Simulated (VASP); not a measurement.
The system is MgO.

```
Mg O
1.0
     0.00000    2.28201    2.28201
     2.28201    0.00000    2.28201
     2.28201    2.28201    0.00000
Mg O
1 1
Cartesian
  0.0000 0.0000 0.0000
  1.1410 1.1410 1.1410
```

Base run:

| Item | Value |
| --- | --- |
| Program | VASP 6.6.1 |
| Functional | PBE0 |
| Potentials or basis | VASP PAW PBE potentials, release 64 (Mg, O) |
| Cutoff | 520 eV |
| k mesh | 6 × 6 × 6 |
| Occupations | gaussian, width 0.01 eV |
| Spin | no spin polarisation |

Its results: band gap on the k mesh 5.97 eV; pressure -0.2 GPa.

Task: The run is repeated on the same cell with these changes: functional from PBE0 to HSE06. What comes out?

Result: Band gap on the k mesh 5.24 eV; pressure -0.1 GPa.

Caveats: the structure was generated, so it needn't be the stable form of MgO; the PAW data sets were made with another functional, which shifts forces and pressure a little.

